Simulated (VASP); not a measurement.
# Cr (P6_3/mmc) in VASP: notebook

The runs below take Cr through single point, relaxation of cell and atoms, with PBE.

All numbers are computed with VASP 6.6.1; they aren't measurements. Logs are shortened: lines on timing, memory, paths and dates and some standing lists are left out, and cuts for length are marked.

## (1) The cell of the first run

The structure is hexagonal, space group P6_3/mmc (No. 194). Conventional cell: a = 2.497 Å, b = 2.497 Å, c = 8.812 Å, α = 90.00°, β = 90.00°, γ = 120.00°. Within 3.3 Å of Cr (site symmetry -3m) lie 12 Cr at 2.50 to 2.63 Å. Cr (site symmetry -6m2) has 12 Cr at 2.50 to 2.63 Å within 3.3 Å.

This isn't the form of Cr at room conditions, which is bcc.

## (2) Single point, PBE

File INCAR:

```
ALGO = Fast ; EDIFF = 1E-7
ENCUT = 520 ; GGA = PE
ISIF = 2 ; ISMEAR = 0
LASPH = T ; LCHARG = T
LELF = T ; LREAL = F
LVHAR = T ; LWAVE = F
NBANDS = 32 ; NELM = 60
PREC = Accurate ; SIGMA = 0.1
```

File KPOINTS:

```
k-points
0
Gamma
  21 21 6
```

File POSCAR:

```
Cr
1.0
    2.4971888357      0.0000000000      0.0000000000
   -1.2485944178      2.1626289697      0.0000000000
    0.0000000000      0.0000000000      8.8119951549
Cr
4
Direct
    0.0000000000      0.0000000000      0.0000000000
    0.0000000000      0.0000000000      0.5000000000
    0.3333333333      0.6666666667      0.7500000000
    0.6666666667      0.3333333333      0.2500000000
```

Potentials or basis: VASP PAW PBE potentials, release 64 (Cr_pv).

Command:

```
$ cat potpaw_PBE.64/Cr_pv/POTCAR > POTCAR
$ mpirun -np 1 vasp_std > vasp.out
```

OUTCAR:

```text
EDIFF = 1E-7
   ENCUT = 520
   GGA = PE
   ISIF = 2
   ISMEAR = 0
   LASPH = T
   LREAL = F
   NELM = 60
   PREC = Accurate

 ion  position               nearest neighbor table
   1  0.000  0.000  0.000-   3 2.63   4 2.63   3 2.63   4 2.63   4 2.63   3 2.63
   2  0.000  0.000  0.500-   3 2.63   4 2.63   3 2.63   4 2.63   4 2.63   3 2.63
   3  0.333  0.667  0.750-   1 2.63   2 2.63   1 2.63   2 2.63   1 2.63   2 2.63
   4  0.667  0.333  0.250-   1 2.63   2 2.63   1 2.63   2 2.63   1 2.63   2 2.63

  LATTYP: Found a hexagonal cell.
 ALAT       =     2.4971888357
 C/A-ratio  =     3.5287660384

  Lattice vectors:

 A1 = (   2.4971888357,   0.0000000000,   0.0000000000)
 A2 = (  -1.2485944178,   2.1626289697,   0.0000000000)
 A3 = (   0.0000000000,   0.0000000000,   8.8119951549)

Analysis of symmetry for initial positions (statically):
=====================================================================
 Subroutine PRICEL returns:
 Original cell was already a primitive cell.

 Routine SETGRP: Setting up the symmetry group for a
 hexagonal supercell.

 Subroutine GETGRP returns: Found 24 space group operations
 (whereof 12 operations were pure point group operations)
 out of a pool of 24 trial point group operations.

The static configuration has the point symmetry D_3d.
 The point group associated with its full space group is D_6h.

Analysis of symmetry for dynamics (positions and initial velocities):
=====================================================================
 Subroutine PRICEL returns:
 Original cell was already a primitive cell.

 Routine SETGRP: Setting up the symmetry group for a
 hexagonal supercell.

 Subroutine GETGRP returns: Found 24 space group operations
 (whereof 12 operations were pure point group operations)
 out of a pool of 24 trial point group operations.

The dynamic configuration has the point symmetry D_3d.
 The point group associated with its full space group is D_6h.

 Subroutine INISYM returns: Found 24 space group operations
 (whereof 12 operations are pure point group operations),
 and found     1 'primitive' translations

----------------------------------------------------------------------------------------

[... 93 lines left out ...]
   LASPH  =      T    aspherical Exc in radial PAW
   ENCUT  =  520.0 eV  38.22 Ry    6.18 a.u.   4.64  4.64 16.38*2*pi/ulx,y,z
   NELM   =     60;   NELMIN=  2; NELMDL= -5     # of ELM steps
   EDIFF  = 0.1E-06   stopping-criterion for ELM
   LREAL  =      F    real-space projection
   EDIFFG = 0.1E-05   stopping-criterion for IOM
   NSW    =      0    number of steps for IOM
   IBRION =     -1    ionic relax: 0-MD 1-quasi-New 2-CG
   NFREE  =      0    steps in history (QN), initial steepest desc. (CG)
   ISIF   =      2    stress and relaxation
   ISYM   =      2    0-nonsym 1-usesym 2-fastsym
   POTIM  = 0.5000    time-step for ionic-motion
   TEBEG  =    0.0;   TEEND  =   0.0 temperature during run
   PSTRESS=    0.0 pullay stress
   NELECT =      48.0000    total number of electrons
   NUPDOWN=      -1.0000    fix difference up-down
   EMIN   =  10.00;   EMAX   =-10.00  energy-range for DOS
   EFERMI =   0.00;   METHOD = LEGACY
   ISMEAR =     0;   SIGMA  =   0.10  broadening in eV -4-tet -1-fermi 0-gaus
   EFERMI_NEDOS =   21; number of points for ismear=-14 and -15
   IALGO  =     68    algorithm
   IMIX   =      4    mixing-type and parameters
     AMIX     =   0.40;   BMIX     =  1.00
     AMIX_MAG =   1.60;   BMIX_MAG =  1.00
  volume/ion in A,a.u.               =      11.90        80.29
  Fermi-wavevector in a.u.,A,eV,Ry     =   1.641797  3.102546 36.674452  2.695496
  Thomas-Fermi vector in A             =   2.732207
   LORBIT       =      0    0 simple, 1 ext, 2 COOP (PROOUT), +10 PAW based schemes
   GGA     = PE    functional components
   LHFCALC =     F    Hartree Fock is set to
   AEXX    =    0.0000 exact exchange contribution
   IVDW    =     0    specifies the selected vdW correction
   LEPSILON=     F    determine dielectric tensor
   LRPA    =     F    only Hartree local field effects (RPA)
 non-spin polarized calculation
 RMM-DIIS sequential band-by-band and
 Gauss-broadening in eV      SIGMA  =   0.10
  energy-cutoff  :      520.00
  volume of cell :       47.59
 maximum number of plane-waves:      1306
 NGX is ok and might be reduce to    20
   NGX =  9   NGY =  9   NGZ = 33

 number of electron      47.9999991 magnetization

 Free energy of the ion-electron system (eV)
  ---------------------------------------------------
  ext. energy  EPLUGINS =         0.00000000
  ---------------------------------------------------
  free energy    TOTEN  =       -36.50977985 eV

  energy without entropy =      -36.47729160  energy(sigma->0) =      -36.49353572

 E-fermi :  10.3875     XC(G=0): -13.4831

 val. band max:       10.3873358067   @ k =   0.3333   0.1905   0.3333
 cond. band min:      10.3908248503   @ k =   0.1905  -0.0000   0.0000
 fundamental gap:      0.0034890436
 Fermi energy:        10.3875057770

 k-point     1 :       0.0000    0.0000    0.0000
  band No.  band energies     occupation
      1     -32.8745      2.00000
      2     -32.5394      2.00000
      3     -32.5292      2.00000
      4     -32.1823      2.00000
      5     -32.0621      2.00000
      6     -32.0621      2.00000
[... 829 lines left out ...]
     31      11.9640      0.00000
     32      12.2450      0.00000

 [... further k-points ...]

------------------------ aborting loop because EDIFF is reached ----------------------------------------

  FORCE on cell =-STRESS in cart. coord.  units (eV):
  Direction    XX          YY          ZZ          XY          YZ          ZX
  --------------------------------------------------------------------------------------
  -------------------------------------------------------------------------------------
  Total       -0.1314882     -0.1314882     -0.1066274     -0.0000000     -0.0000000      0.0000000
  in kB       -4.4267973     -4.4267973     -3.5898136     -0.0000000     -0.0000000      0.0000000
  external PRESSURE =      -4.1478027 kB  Pullay stress =       0.0000000 kB

 VOLUME and BASIS-vectors are now :
 -----------------------------------------------------------------------------
  energy-cutoff  :      520.00
  volume of cell :       47.59
      direct lattice vectors                 reciprocal lattice vectors
     2.497188836  0.000000000  0.000000000     0.400450293  0.231200084  0.000000000
    -1.248594418  2.162628970  0.000000000     0.000000000  0.462400169  0.000000000
     0.000000000  0.000000000  8.811995155     0.000000000  0.000000000  0.113481678

 POSITION                                       TOTAL-FORCE (eV/Angst)
 -----------------------------------------------------------------------------------
      0.00000      0.00000      0.00000        -0.000000     -0.000000      0.000000
      0.00000      0.00000      4.40600        -0.000000     -0.000000      0.000000
     -0.00000      1.44175      6.60900        -0.000000      0.000000      0.000000
      1.24859      0.72088      2.20300         0.000000     -0.000000     -0.000000
 -----------------------------------------------------------------------------------
    total drift:                                0.000000     -0.000000      0.000000

  FREE ENERGIE OF THE ION-ELECTRON SYSTEM (eV)
  ---------------------------------------------------
  free  energy   TOTEN  =       -36.5097798508 eV

  energy  without entropy=      -36.4772915975  energy(sigma->0) =      -36.49353572
```

Run time: 6.3 min. Hardware: 1 thread of AMD EPYC 9R45 (Zen 5), shared host; peak memory 0.29 GiB.

Results:

| Item | Value |
| --- | --- |
| Free energy | -36.5098 eV |
| Pressure | -0.4 GPa |
| Band gap on the k mesh | zero (bands 24 and 25 overlap by 1.26 eV) |

Stress tensor (GPa, compression positive):
```
-0.44  0.00  0.00
 0.00 -0.44  0.00
 0.00  0.00 -0.36
```

Caveat: the run has no spin polarisation, though such a crystal can be magnetic.

## (3) Relaxation of cell and atoms, PBE

File INCAR:

```
  PREC = Accurate
  ENCUT = 600
  EDIFF = 1E-6
  ISMEAR = 0
  SIGMA = 0.1
  LREAL = False
  LASPH = True
  NELM = 80
  ALGO = Fast
  ISIF = 3
  LWAVE = False
  LCHARG = False
  GGA = PE
  IBRION = 2
  NSW = 100
  EDIFFG = -0.01
```

File KPOINTS:

```
Automatic mesh
0
Gamma
  21 21 6
```

File POSCAR:

```
Cr
1.0
    2.4987951132      0.0000000000      0.0000000000
   -1.2493975566      2.1640200469      0.0000000000
    0.0000000000      0.0000000000      8.8014887265
Cr
4
Direct
    0.0000000000      0.0000000000      0.0000000000
    0.0000000000      0.0000000000      0.5000000000
    0.3333333333      0.6666666667      0.7500000000
    0.6666666667      0.3333333333      0.2500000000
```

Potentials or basis: VASP PAW PBE potentials, release 64 (Cr_pv).

Command:

```
$ cat potpaw_PBE.64/Cr_pv/POTCAR > POTCAR
$ mpirun -np 1 vasp_std > vasp.out
```

It took 12 min on 1 thread of AMD EPYC 9R45 (Zen 5), shared host; peak memory 0.32 GiB.

Results (log left out):

| Item | Value |
| --- | --- |
| Free energy | -36.5092 eV |
| Relaxed volume | 11.87 Å³/atom |
| Relaxed cell | a = 2.495 Å, b = 2.495 Å, c = 8.808 Å, α = 90.00°, β = 90.00°, γ = 120.00° |
| Space group after relaxing (to 0.1 Å) | P6_3/mmc (No. 194) |
| Energy gained by relaxing | 0.1 meV/atom |
| Ionic steps | 5 |
| Pressure after relaxing | 0.1 GPa |

Stress tensor (GPa, compression positive):
```
0.09 0.00 0.00
0.00 0.09 0.00
0.00 0.00 0.01
```

The path:
| step | energy change (eV) | largest force (eV/Å) | pressure (GPa) | volume (Å³) |
| --- | --- | --- | --- | --- |
| 1 | 0.0000 | 0.0000 | -0.35 | 47.59 |
| 2 | -0.0001 | 0.0000 | 0.67 | 47.41 |
| 3 | -0.0002 | 0.0000 | 0.02 | 47.47 |
| 4 | -0.0002 | 0.0000 | 0.11 | 47.47 |
| 5 | -0.0003 | 0.0000 | 0.06 | 47.49 |

Final structure:
```xyz
4
Lattice="2.4951 0.0000 0.0000 -1.2475 2.1608 0.0000 0.0000 0.0000 8.8078" Properties=species:S:1:pos:R:3 pbc="T T T"
Cr    0.0000    0.0000    0.0000
Cr    0.0000    0.0000    4.4039
Cr    0.0000    1.4405    6.6058
Cr    1.2475    0.7203    2.2019
```

Levels at points of the mesh, in eV from the Fermi level:
| k point | band 20 | band 21 | band 22 | band 23 | band 24 | band 25 | band 26 | band 27 | band 28 |
| --- | --- | --- | --- | --- | --- | --- | --- | --- | --- |
| (0.00, 0.00, 0.00) | -0.44 | -0.44 | -0.35 | -0.35 | -0.19 | -0.19 | -0.10 | -0.09 | -0.09 |
| (0.00, 0.00, 0.50) | -1.01 | -0.37 | -0.37 | -0.37 | -0.37 | -0.18 | -0.18 | -0.18 | -0.18 |

Caveat: the highest band is partly filled, so the run has too few bands; the run has no spin polarisation, though such a crystal can be magnetic.

## (4) Single point, PBE

This run uses another cell than the first one, of 12.13 Å³/atom.

File INCAR:

```
  PREC = Accurate
  ENCUT = 700
  EDIFF = 1E-6
  ISMEAR = 0
  SIGMA = 0.1
  LREAL = False
  LASPH = True
  NELM = 120
  ALGO = Normal
  ISIF = 2
  LWAVE = False
  LCHARG = False
  GGA = PE
  NBANDS = 36
  GGA_COMPAT = False
```

File KPOINTS:

```
regular mesh
0
Gamma
  6 6 4
```

File POSCAR:

```
Cr
1.0
    2.6071718112      0.0000000000      0.0000000000
   -1.3035859056      2.2578770205      0.0000000000
    0.0000000000      0.0000000000      8.2427905845
Cr
4
Direct
    0.3333333333      0.6666666667      0.3778532147
    0.6666666667      0.3333333333      0.8778532147
    0.6666666667      0.3333333333      0.6221467853
    0.3333333333      0.6666666667      0.1221467853
```

Potentials or basis: VASP PAW PBE potentials, release 64 (Cr_sv).

Command:

```
$ cat potpaw_PBE.64/Cr_sv/POTCAR > POTCAR
$ mpirun -np 1 vasp_std > vasp.out
```

It took 36 s on 1 thread of Intel Xeon Platinum 8559C (Emerald Rapids), shared host; peak memory 0.2 GiB.

Results (log left out):

| Property | Result |
| --- | --- |
| Free energy | -35.8367 eV |
| Pressure | -0.8 GPa |
| Largest force | 0.068 eV/Å |
| Band gap on the k mesh | zero (bands 28 and 29 overlap by 0.78 eV) |

Forces on the atoms (eV/Å):
```
Cr   0.000  0.000  0.068
Cr   0.000  0.000  0.068
Cr   0.000  0.000 -0.068
Cr   0.000  0.000 -0.068
```

Levels at points of the mesh, in eV from the Fermi level:
| k point | band 24 | band 25 | band 26 | band 27 | band 28 | band 29 | band 30 | band 31 | band 32 | band 33 |
| --- | --- | --- | --- | --- | --- | --- | --- | --- | --- | --- |
| (0.00, 0.00, 0.00) | -0.71 | -0.67 | -0.67 | -0.14 | -0.14 | 0.07 | 0.07 | 0.33 | 0.33 | 0.55 |
| (0.50, 0.00, 0.00) | -1.53 | -1.38 | -1.06 | 0.22 | 0.49 | 0.70 | 0.98 | 2.24 | 2.39 | 2.47 |
| (0.00, 0.00, 0.50) | -0.56 | -0.56 | -0.56 | -0.30 | -0.30 | -0.30 | -0.30 | 0.45 | 0.45 | 0.70 |
| (0.50, 0.00, 0.50) | -1.66 | -0.61 | -0.61 | -0.18 | -0.18 | 1.23 | 1.23 | 2.04 | 2.04 | 2.33 |

Caveat: the k points lie up to 0.46 Å⁻¹ apart, too coarse for converged energies and pressures of a metal; the run has no spin polarisation, though such a crystal can be magnetic.

## (5) The runs side by side

```tsv
task	potentials or basis	cell	k mesh	cutoff (eV)	gap on the mesh (eV)	pressure (GPa)
single point	VASP PAW PBE potentials, release 64 (Cr_pv)	a = 2.497, b = 2.497, c = 8.812 Å, angles 90.0, 90.0, 120.0°, 4 atoms, atomic positions A	21 × 21 × 6	520	none	-0.4
relaxation of cell and atoms	VASP PAW PBE potentials, release 64 (Cr_pv)	relaxed from a = 2.499, b = 2.499, c = 8.801 Å, angles 90.0, 90.0, 120.0°, 4 atoms, atomic positions A	21 × 21 × 6	600	-	0.1
single point	VASP PAW PBE potentials, release 64 (Cr_sv)	a = 2.607, b = 2.607, c = 8.243 Å, angles 90.0, 90.0, 120.0°, 4 atoms, atomic positions B	6 × 6 × 4	700	none	-0.8
```

Alike in all rows: level PBE; no spin polarisation; smearing gaussian 0.1 eV.

Caveats: some runs use coarse meshes; the run has no spin polarisation, though such a crystal can be magnetic; the highest band is partly filled, so the run has too few bands (at least some runs).

Total energies depend on the potentials used, so only differences within one code and one set of settings carry meaning.

The gap in the log of VASP goes by the Fermi energy; the results here count the filled bands.